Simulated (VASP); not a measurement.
# Cd (P6_3/mmc) in VASP: notebook

Runs on Cd. Level: PBEsol. Tasks: relaxation of cell and atoms, single point.

Program: VASP 6.6.1. These are calculated values, not measurements. Logs are shortened: lines on timing, memory, paths and dates and some standing lists are left out, and cuts for length are marked.

### 1 The cell of the first run

The structure is hexagonal, space group P6_3/mmc (No. 194). Conventional cell: a = 2.445 Å, b = 2.445 Å, c = 3.934 Å, α = 90.00°, β = 90.00°, γ = 120.00°. Cd (site symmetry -6m2) has 12 Cd at 2.42 to 2.44 Å within 3.2 Å.

### 2 Relaxation of cell and atoms, PBEsol, target pressure 310 GPa, at which the enthalpy is minimised

INCAR reads:

```
PREC     = Accurate       # precision mode
ENCUT    = 600            # plane-wave cutoff, eV
EDIFF    = 1E-7           # SCF threshold, eV
ISMEAR   = -1             # smearing method
SIGMA    = 0.1            # smearing width, eV
LREAL    = F              # projectors in reciprocal space
LASPH    = T              # aspherical terms in the spheres
NELM     = 100            # most SCF steps
ALGO     = Normal         # electronic algorithm
ISIF     = 3              # what is computed and relaxed
LWAVE    = F              # write WAVECAR
LCHARG   = F              # write CHGCAR
GGA      = PS             # functional
IBRION   = 2              # ionic algorithm
NSW      = 32             # ionic steps
EDIFFG   = -0.005         # ionic threshold
PSTRESS  = 3100.0
```

KPOINTS reads:

```
regular mesh
0
Gamma
  18 18 10
```

POSCAR reads:

```
Cd
1.0
    2.4449831807      0.0000000000      0.0000000000
   -1.2224915903      2.1174175463      0.0000000000
    0.0000000000      0.0000000000      3.9337261407
Cd
2
Direct
    0.3333333333      0.6666666667      0.2500000000
    0.6666666667      0.3333333333      0.7500000000
```

Potentials or basis: VASP PAW PBE potentials, release 64 (Cd).

The run is started by

```sh
cat potpaw_PBE.64/Cd/POTCAR > POTCAR
mpirun -np 1 vasp_std > vasp.out
```

OUTCAR:

```text
PREC = Accurate
   ENCUT = 600
   EDIFF = 1E-7
   ISMEAR = -1
   LREAL = F
   LASPH = T
   NELM = 100
   ISIF = 3
   GGA = PS
   IBRION = 2
   NSW = 32
   EDIFFG = -0.005
   PSTRESS = 3100.0

 ion  position               nearest neighbor table
   1  0.333  0.667  0.250-   2 2.42   2 2.42   2 2.42   2 2.42   2 2.42   2 2.42   2 3.44   2 3.44
                             2 3.44   2 3.44   2 3.44   2 3.44
   2  0.667  0.333  0.750-   1 2.42   1 2.42   1 2.42   1 2.42   1 2.42   1 2.42   1 3.44   1 3.44
                             1 3.44   1 3.44   1 3.44   1 3.44

  LATTYP: Found a hexagonal cell.
 ALAT       =     2.4449831807
 C/A-ratio  =     1.6088970148

  Lattice vectors:

 A1 = (   2.4449831807,   0.0000000000,   0.0000000000)
 A2 = (  -1.2224915903,   2.1174175463,   0.0000000000)
 A3 = (   0.0000000000,   0.0000000000,   3.9337261407)

Analysis of symmetry for initial positions (statically):
=====================================================================
 Subroutine PRICEL returns:
 Original cell was already a primitive cell.

 Routine SETGRP: Setting up the symmetry group for a
 hexagonal supercell.

 Subroutine GETGRP returns: Found 24 space group operations
 (whereof 12 operations were pure point group operations)
 out of a pool of 24 trial point group operations.

The static configuration has the point symmetry D_3d.
 The point group associated with its full space group is D_6h.

Analysis of symmetry for dynamics (positions and initial velocities):
=====================================================================
 Subroutine PRICEL returns:
 Original cell was already a primitive cell.

 Routine SETGRP: Setting up the symmetry group for a
 hexagonal supercell.

 Subroutine GETGRP returns: Found 24 space group operations
 (whereof 12 operations were pure point group operations)
 out of a pool of 24 trial point group operations.

The dynamic configuration has the point symmetry D_3d.
 The point group associated with its full space group is D_6h.

 Subroutine INISYM returns: Found 24 space group operations
 (whereof 12 operations are pure point group operations),
 and found     1 'primitive' translations

----------------------------------------------------------------------------------------

                                     Primitive cell

  volume of cell :      20.3651

  direct lattice vectors                    reciprocal lattice vectors
     2.444983181  0.000000000  0.000000000     0.409000769  0.236136704  0.000000000
    -1.222491590  2.117417546  0.000000000     0.000000000  0.472273408  0.000000000
     0.000000000  0.000000000  3.933726141     0.000000000  0.000000000  0.254211901

  length of vectors
     2.444983181  2.444983181  3.933726141     0.472273408  0.472273408  0.254211901

  position of ions in fractional coordinates (direct lattice)
     0.333333333  0.666666667  0.250000000
     0.666666667  0.333333333  0.750000000

  ion indices of the primitive-cell ions
   primitive index   ion index
                 1           1
                 2           2

----------------------------------------------------------------------------------------

 KPOINTS: regular mesh

Automatic generation of k-mesh.
 Grid dimensions read from file:
 generate k-points for:   18   18   10

 Generating k-lattice:

  Cartesian coordinates                     Fractional coordinates (reciprocal lattice)
     0.022722265  0.013118706  0.000000000     0.055555556 -0.000000000  0.000000000
     0.000000000  0.026237412  0.000000000     0.000000000  0.055555556  0.000000000
     0.000000000  0.000000000  0.025421190     0.000000000  0.000000000  0.100000000

  Length of vectors
     0.026237412  0.026237412  0.025421190

  Shift w.r.t. Gamma in fractional coordinates (k-lattice)
     0.000000000  0.000000000  0.000000000

 Subroutine IBZKPT returns following result:
 ===========================================

 Found    222 irreducible k-points:

 Following reciprocal coordinates:
            Coordinates               Weight
  0.000000  0.000000  0.000000      1.000000
  0.055556  0.000000  0.000000      6.000000
  0.111111  0.000000  0.000000      6.000000
  0.166667  0.000000  0.000000      6.000000
  0.222222  0.000000  0.000000      6.000000
  0.277778 -0.000000  0.000000      6.000000
[... 16 lines left out ...]
  0.333333  0.111111  0.000000     12.000000
  0.388889  0.111111  0.000000     12.000000
 [... further k-points ...]
   k-points           NKPTS =    222   k-points in BZ     NKDIM =    222   number of bands    NBANDS=     16
   number of dos      NEDOS =    301   number of ions     NIONS =      2
   total plane-waves  NPLWV =  12800
   dimension x,y,z NGX =    20 NGY =   20 NGZ =   32
   dimension x,y,z NGXF=    40 NGYF=   40 NGZF=   64
   ions per type =               2
   NGX,Y,Z   is equivalent  to a cutoff of  13.60, 13.60, 13.52 a.u.
   NGXF,Y,Z  is equivalent  to a cutoff of  27.20, 27.20, 27.05 a.u.
 SYSTEM =  unknown system
   PREC   = accura    normal or accurate (medium, high low for compatibility)
   ISTART =      0    job   : 0-new  1-cont  2-samecut
   ICHARG =      2    charge: 1-file 2-atom 10-const
   ISPIN  =      1    spin polarized calculation?
   LNONCOLLINEAR =      F non collinear calculations
   LSORBIT =      F    spin-orbit coupling
   LASPH  =      T    aspherical Exc in radial PAW
   ENCUT  =  600.0 eV  44.10 Ry    6.64 a.u.   4.88  4.88  7.86*2*pi/ulx,y,z
   NELM   =    100;   NELMIN=  2; NELMDL= -5     # of ELM steps
   EDIFF  = 0.1E-06   stopping-criterion for ELM
   LREAL  =      F    real-space projection
   EDIFFG = -.5E-02   stopping-criterion for IOM
   NSW    =     32    number of steps for IOM
   IBRION =      2    ionic relax: 0-MD 1-quasi-New 2-CG
   NFREE  =      1    steps in history (QN), initial steepest desc. (CG)
   ISIF   =      3    stress and relaxation
   ISYM   =      2    0-nonsym 1-usesym 2-fastsym
   POTIM  = 0.5000    time-step for ionic-motion
   TEBEG  =    0.0;   TEEND  =   0.0 temperature during run
   PSTRESS= 3100.0 pullay stress
   NELECT =      24.0000    total number of electrons
   NUPDOWN=      -1.0000    fix difference up-down
   EMIN   =  10.00;   EMAX   =-10.00  energy-range for DOS
   EFERMI =   0.00;   METHOD = LEGACY
   ISMEAR =    -1;   SIGMA  =   0.10  broadening in eV -4-tet -1-fermi 0-gaus
   EFERMI_NEDOS =   21; number of points for ismear=-14 and -15
   IALGO  =     38    algorithm
   IMIX   =      4    mixing-type and parameters
     AMIX     =   0.40;   BMIX     =  1.00
     AMIX_MAG =   1.60;   BMIX_MAG =  1.00
  volume/ion in A,a.u.               =      10.18        68.72
  Fermi-wavevector in a.u.,A,eV,Ry     =   1.729218  3.267748 40.684071  2.990195
  Thomas-Fermi vector in A             =   2.804005
   LORBIT       =      0    0 simple, 1 ext, 2 COOP (PROOUT), +10 PAW based schemes
   GGA     = PS    functional components
   LHFCALC =     F    Hartree Fock is set to
   AEXX    =    0.0000 exact exchange contribution
   IVDW    =     0    specifies the selected vdW correction
   LEPSILON=     F    determine dielectric tensor
   LRPA    =     F    only Hartree local field effects (RPA)
 conjugate gradient relaxation of ions
 non-spin polarized calculation
  energy-cutoff  :      600.00
  volume of cell :       20.37
 maximum number of plane-waves:       705
 NGX is ok and might be reduce to    20
   NGX =  9   NGY =  9   NGZ = 15

--------------------------------------- Ionic step        1  -------------------------------------------

 number of electron      24.0000002 magnetization

 Free energy of the ion-electron system (eV)
  ---------------------------------------------------
  ext. energy  EPLUGINS =         0.00000000
  ---------------------------------------------------
  free energy    TOTEN  =         7.71765852 eV

  energy without entropy =        7.72496630  energy(sigma->0) =        7.72131241

------------------------ aborting loop because EDIFF is reached ----------------------------------------

  FORCE on cell =-STRESS in cart. coord.  units (eV):
  Direction    XX          YY          ZZ          XY          YZ          ZX
  --------------------------------------------------------------------------------------
  -------------------------------------------------------------------------------------
  Total       41.2955671     41.2955671     41.4768885      0.0000000      0.0000000      0.0000000
  in kB     3248.8339249   3248.8339248   3263.0989676      0.0000001      0.0000000      0.0000000
  external PRESSURE =     153.5889391 kB  Pullay stress =    3100.0000000 kB

 VOLUME and BASIS-vectors are now :
 -----------------------------------------------------------------------------
  energy-cutoff  :      600.00
  volume of cell :       20.37
      direct lattice vectors                 reciprocal lattice vectors
     2.444983181  0.000000000  0.000000000     0.409000769  0.236136704  0.000000000
    -1.222491590  2.117417546  0.000000000     0.000000000  0.472273408  0.000000000
     0.000000000  0.000000000  3.933726141     0.000000000  0.000000000  0.254211901
[... 274 lines left out ...]
  FREE ENERGIE OF THE ION-ELECTRON SYSTEM (eV)
  ---------------------------------------------------
  free  energy   TOTEN  =         7.1764656972 eV

  energy  without entropy=        7.1843616295  energy(sigma->0) =        7.18041366

  enthalpy is  TOTEN    =        47.1101274151 eV   P V=       39.9336617179

--------------------------------------- Ionic step        9  -------------------------------------------

 number of electron      24.0000003 magnetization

 Free energy of the ion-electron system (eV)
  ---------------------------------------------------
  ext. energy  EPLUGINS =         0.00000000
  ---------------------------------------------------
  free energy    TOTEN  =         7.24320107 eV

  energy without entropy =        7.25108414  energy(sigma->0) =        7.24714261

 E-fermi :  12.9791     XC(G=0): -15.7557

 val. band max:       12.9725961920   @ k =   0.2778   0.2222   0.1000
 cond. band min:      12.9927369638   @ k =   0.1667   0.0000   0.0000
 fundamental gap:      0.0201407718
 Fermi energy:        12.9790729871

 k-point     1 :       0.0000    0.0000    0.0000
  band No.  band energies     occupation
      1      -5.5571      2.00000
      2      -4.8198      2.00000
      3      -2.0471      2.00000
      4      -1.9704      2.00000
      5      -1.9704      2.00000
      6      -1.4709      2.00000
[... 8 lines left out ...]
     15      29.3392      0.00000
     16      29.5728      0.00000
[... 419 lines left out ...]
 k-point    24 :       0.3889    0.1111    0.0000
  band No.  band energies     occupation
      1      -4.6341      2.00000
      2      -4.2677      2.00000
      3      -3.7428      2.00000
      4      -2.2709      2.00000
      5      -1.4463      2.00000
      6      -1.0717      2.00000
[... 8 lines left out ...]
     15      18.7831      0.00000
     16      21.4024      0.00000

 [... further k-points ...]

------------------------ aborting loop because EDIFF is reached ----------------------------------------

  FORCE on cell =-STRESS in cart. coord.  units (eV):
  Direction    XX          YY          ZZ          XY          YZ          ZX
  --------------------------------------------------------------------------------------
  -------------------------------------------------------------------------------------
  Total       39.8679717     39.8679717     39.8684693      0.0000000      0.0000000      0.0000000
  in kB     3100.0996026   3100.0996025   3100.1382915      0.0000002      0.0000000      0.0000000
  external PRESSURE =       0.1124988 kB  Pullay stress =    3100.0000000 kB

 VOLUME and BASIS-vectors are now :
 -----------------------------------------------------------------------------
  energy-cutoff  :      600.00
  volume of cell :       20.60
      direct lattice vectors                 reciprocal lattice vectors
     2.451952743  0.000000000  0.000000000     0.407838203  0.235465496 -0.000000000
    -1.225976372  2.123453364  0.000000000    -0.000000000  0.470930992 -0.000000000
     0.000000000  0.000000000  3.957348097     0.000000000 -0.000000000  0.252694475

 POSITION                                       TOTAL-FORCE (eV/Angst)
 -----------------------------------------------------------------------------------
     -0.00000      1.41564      0.98934         0.000000     -0.000000      0.000000
      1.22598      0.70782      2.96801        -0.000000      0.000000      0.000000
 -----------------------------------------------------------------------------------
    total drift:                                0.000000     -0.000000      0.000000

  FREE ENERGIE OF THE ION-ELECTRON SYSTEM (eV)
  ---------------------------------------------------
  free  energy   TOTEN  =         7.2432010713 eV

  energy  without entropy=        7.2510841438  energy(sigma->0) =        7.24714261

  enthalpy is  TOTEN    =        47.1098918858 eV   P V=       39.8666908145

 reached required accuracy - stopping structural energy minimisation
```

Wall time 8.1 min (1 thread of Intel Xeon 8259CL, shared host); peak memory 0.21 GiB.

What came out:

```
Free energy                                                : 7.2432 eV
Relaxed volume                                             : 10.30 Å³/atom
Relaxed cell                                               : a = 2.452 Å, b = 2.452 Å, c = 3.957 Å, α = 90.00°, β = 90.00°, γ = 120.00°
Space group after relaxing (to 0.1 Å)                      : P6_3/mmc (No. 194)
Energy change on relaxing (the run minimises the enthalpy) : -237.2 meV/atom
Ionic steps                                                : 9
Pressure after relaxing                                    : 310.0 GPa
Band gap on the k mesh                                     : zero (bands 12 and 13 overlap by 3.26 eV)
```

The path:
```
step  energy change (eV)  largest force (eV/Å)  pressure (GPa)  volume (Å³)
   1              0.0000                0.0000          325.36        20.37
   2             -4.6028                0.0000          179.52        23.38
   3             -0.5105                0.0000          308.79        20.62
   4             -0.4746                0.0000          309.96        20.60
   5             -0.4653                0.0000          310.25        20.60
   6             -0.4671                0.0000          310.26        20.60
   7             -0.4668                0.0000          310.26        20.60
   8             -0.5412                0.0000          307.85        20.64
   9             -0.4745                0.0000          310.01        20.60
```

Final structure:
```
CELL_PARAMETERS angstrom
2.45195 0.00000 0.00000
-1.22598 2.12345 0.00000
0.00000 0.00000 3.95735
ATOMIC_POSITIONS crystal
Cd 0.33333 0.66667 0.25000
Cd 0.66667 0.33333 0.75000
```

Caveat: the cell is relaxed towards a set pressure, so the run minimises the enthalpy, not the energy; the PAW data sets were made with another functional, which shifts forces and pressure a little.

[end of part 1 of 2]
